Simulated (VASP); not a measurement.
# Ti (I4/mmm) in VASP: notebook, part 3 of 3

VASP 6.6.1. The steps go on from the part before.

**6. Single point, LDA (14.09 Å³/atom)**

This run uses another cell than the first one, of 14.09 Å³/atom.

The input, INCAR:

```
SYSTEM = Ti
  PREC = Accurate
  ENCUT = 520
  EDIFF = 1E-7
  ISMEAR = 0
  SIGMA = 0.15
  LREAL = .FALSE.
  LASPH = .TRUE.
  NELM = 80
  ALGO = Fast
  ISIF = 2
  LWAVE = .FALSE.
  LCHARG = .TRUE.
  GGA = CA
  LELF = .TRUE.
  LVHAR = .TRUE.
  NBANDS = 12
```

The input, KPOINTS:

```
regular mesh
0
G
  22 22 22
  0 0 0
```

The input, POSCAR:

```
Ti
1.0
    0.0000000000      2.1249371877      1.5603413770
    2.1249371877      0.0000000000      1.5603413770
    2.1249371877      2.1249371877      0.0000000000
Ti
1
Direct
    0.0000000000      0.0000000000      0.0000000000
```

Potentials or basis: VASP PAW LDA potentials, release 64 (Ti_sv).

The run is started by

```sh
> cat potpaw_LDA.64/Ti_sv/POTCAR > POTCAR
> mpirun -np 1 vasp_std > vasp.out
```

OUTCAR:

```text
SYSTEM = Ti
   PREC = Accurate
   ENCUT = 520
   EDIFF = 1E-7
   ISMEAR = 0
   LREAL = .FALSE.
   LASPH = .TRUE.
   NELM = 80
   ISIF = 2
   GGA = CA

 ion  position               nearest neighbor table
   1  0.000  0.000  0.000-

  LATTYP: Found a body centered tetragonal cell.
 ALAT       =     3.0051149900
 C/A-ratio  =     1.0384570189

  Lattice vectors:

 A1 = (   0.0000000000,  -2.1249371877,  -1.5603413770)
 A2 = (   0.0000000000,   2.1249371877,  -1.5603413770)
 A3 = (   2.1249371877,   0.0000000000,   1.5603413770)

Analysis of symmetry for initial positions (statically):
=====================================================================
 Subroutine PRICEL returns:
 Original cell was already a primitive cell.

 Routine SETGRP: Setting up the symmetry group for a
 body centered tetragonal supercell.

 Subroutine GETGRP returns: Found 16 space group operations
 (whereof 16 operations were pure point group operations)
 out of a pool of 16 trial point group operations.

The static configuration has the point symmetry D_4h.

Analysis of symmetry for dynamics (positions and initial velocities):
=====================================================================
 Subroutine PRICEL returns:
 Original cell was already a primitive cell.

 Routine SETGRP: Setting up the symmetry group for a
 body centered tetragonal supercell.

 Subroutine GETGRP returns: Found 16 space group operations
 (whereof 16 operations were pure point group operations)
 out of a pool of 16 trial point group operations.

The dynamic configuration has the point symmetry D_4h.

 Subroutine INISYM returns: Found 16 space group operations
 (whereof 16 operations are pure point group operations),
 and found     1 'primitive' translations

----------------------------------------------------------------------------------------

                                     Primitive cell

  volume of cell :      14.0910
[... 113 lines left out ...]
   LHFCALC =     F    Hartree Fock is set to
   AEXX    =    0.0000 exact exchange contribution
   IVDW    =     0    specifies the selected vdW correction
   LEPSILON=     F    determine dielectric tensor
   LRPA    =     F    only Hartree local field effects (RPA)
 non-spin polarized calculation
 RMM-DIIS sequential band-by-band and
 Gauss-broadening in eV      SIGMA  =   0.15
  energy-cutoff  :      520.00
  volume of cell :       14.09
 maximum number of plane-waves:       398
   NGX =  9   NGY =  9   NGZ = 11

 number of electron      12.0000000 magnetization

 Free energy of the ion-electron system (eV)
  ---------------------------------------------------
  ext. energy  EPLUGINS =         0.00000000
  ---------------------------------------------------
  free energy    TOTEN  =        -8.38758284 eV

  energy without entropy =       -8.36862190  energy(sigma->0) =       -8.37810237

 E-fermi :  10.2135     XC(G=0): -12.8149

 val. band max:       10.2113732157   @ k =  -0.1818   0.1818   0.1364
 cond. band min:      10.2136151021   @ k =   0.2727   0.0455   0.2273
 fundamental gap:      0.0022418864
 Fermi energy:        10.2135126329

 k-point     1 :       0.0000    0.0000    0.0000
  band No.  band energies     occupation
      1     -45.2979      2.00000
      2     -21.1604      2.00000
      3     -21.1596      2.00000
      4     -21.1596      2.00000
      5       3.9903      2.00000
      6      11.2104      0.00000
      7      11.2104      0.00000
      8      11.5499      0.00000
      9      13.3819      0.00000
     10      13.7874      0.00000
     11      28.7259      0.00000
     12      29.4784      0.00000
[... 331 lines left out ...]
 k-point    24 :      -0.4545    0.0455    0.0000
  band No.  band energies     occupation
      1     -44.9886      2.00000
      2     -22.4622      2.00000
      3     -21.5467      2.00000
      4     -21.1870      2.00000
      5       7.2771      2.00000
      6       9.7404      1.99999
      7      11.7032      0.00000
      8      13.3707      0.00000
      9      14.3882      0.00000
     10      15.5435      0.00000
     11      21.7073      0.00000
     12      25.5028      0.00000

 [... further k-points ...]

------------------------ aborting loop because EDIFF is reached ----------------------------------------

  FORCE on cell =-STRESS in cart. coord.  units (eV):
  Direction    XX          YY          ZZ          XY          YZ          ZX
  --------------------------------------------------------------------------------------
  -------------------------------------------------------------------------------------
  Total        1.4722914      1.4722914      1.4813361      0.0000000      0.0000000     -0.0000000
  in kB      167.4027366    167.4027366    168.4311387      0.0000000      0.0000000     -0.0000000
  external PRESSURE =     167.7455373 kB  Pullay stress =       0.0000000 kB

 VOLUME and BASIS-vectors are now :
 -----------------------------------------------------------------------------
  energy-cutoff  :      520.00
  volume of cell :       14.09
      direct lattice vectors                 reciprocal lattice vectors
     0.000000000  2.124937188  1.560341377    -0.235301073  0.235301073  0.320442698
     2.124937188  0.000000000  1.560341377     0.235301073 -0.235301073  0.320442698
     2.124937188  2.124937188  0.000000000     0.235301073  0.235301073 -0.320442698

 POSITION                                       TOTAL-FORCE (eV/Angst)
 -----------------------------------------------------------------------------------
      0.00000      0.00000      0.00000        -0.000000      0.000000      0.000000
 -----------------------------------------------------------------------------------
    total drift:                                0.000000     -0.000000      0.000000

  FREE ENERGIE OF THE ION-ELECTRON SYSTEM (eV)
  ---------------------------------------------------
  free  energy   TOTEN  =        -8.3875828425 eV

  energy  without entropy=       -8.3686219002  energy(sigma->0) =       -8.37810237
```

OSZICAR:

```text
N       E                     dE             d eps       ncg     rms          rms(c)
DAV:   1     0.846843499661E+02    0.84684E+02   -0.65471E+03 20076   0.125E+03
DAV:   2    -0.512805938767E+01   -0.89812E+02   -0.87237E+02 20380   0.299E+02
DAV:   3    -0.896708053720E+01   -0.38390E+01   -0.37937E+01 26628   0.630E+01
[... 22 lines left out ...]
RMM:  26    -0.838758237704E+01   -0.23373E-06   -0.25997E-06 12983   0.270E-03    0.132E-04
RMM:  27    -0.838758253306E+01   -0.15602E-06   -0.17996E-06 12719   0.234E-03    0.985E-05
RMM:  28    -0.838758266784E+01   -0.13478E-06   -0.15351E-06 12335   0.201E-03    0.652E-05
RMM:  29    -0.838758276416E+01   -0.96318E-07   -0.11205E-06 11839   0.176E-03    0.280E-05
RMM:  30    -0.838758284255E+01   -0.78386E-07   -0.91254E-07 11101   0.152E-03
   1 F= -.83875828E+01 E0= -.83781024E+01  d E =-.189609E-01
```

Wall time 6.7 min (1 thread of Intel Xeon 8259CL, shared host); peak memory 0.25 GiB.

What came out:

| Quantity | Value |
| --- | --- |
| Free energy | -8.3876 eV |
| Pressure | 16.8 GPa |
| Band gap on the k mesh | zero (bands 6 and 7 overlap by 1.82 eV) |

Stress tensor (GPa, compression positive):
```
16.74  0.00  0.00
 0.00 16.74  0.00
 0.00  0.00 16.84
```

Caveat: the cell stands under pressure.

**7. The runs side by side**

```csv
cell,further INCAR settings,gap on the mesh (eV),pressure (GPa)
"a = 2.714, b = 2.714, c = 3.094 Å, angles 55.3, 55.3, 69.5°, 1 atom",ALGO = Fast; EDIFF = 1e-06; NBANDS = 12,none,3.8
"a = 2.714, b = 2.714, c = 3.174 Å, angles 54.2, 54.2, 71.6°, 1 atom",ALGO = Fast; EDIFF = 1e-06; NBANDS = 12,none,3.8
"a = 2.751, b = 2.751, c = 3.136 Å, angles 55.3, 55.3, 69.5°, 1 atom",ALGO = Fast; EDIFF = 1e-06; NBANDS = 12,none,-1.0
"a = 2.751, b = 2.751, c = 3.218 Å, angles 54.2, 54.2, 71.6°, 1 atom",ALGO = Fast; EDIFF = 1e-06; NBANDS = 12,none,-0.8
"a = 2.636, b = 2.636, c = 3.005 Å, angles 55.3, 55.3, 69.5°, 1 atom",ALGO = Fast; EDIFF = 1e-07; NBANDS = 12,none,16.8
```

Alike in all rows: task single point; level LDA; potentials or basis VASP PAW LDA potentials, release 64 (Ti_sv); no spin polarisation; k mesh 22 × 22 × 22; cutoff (eV) 520; smearing gaussian 0.15 eV.

Caveats: the cell stands under pressure (at least some runs).

Total energies depend on the potentials used, so only differences within one code and one set of settings carry meaning.
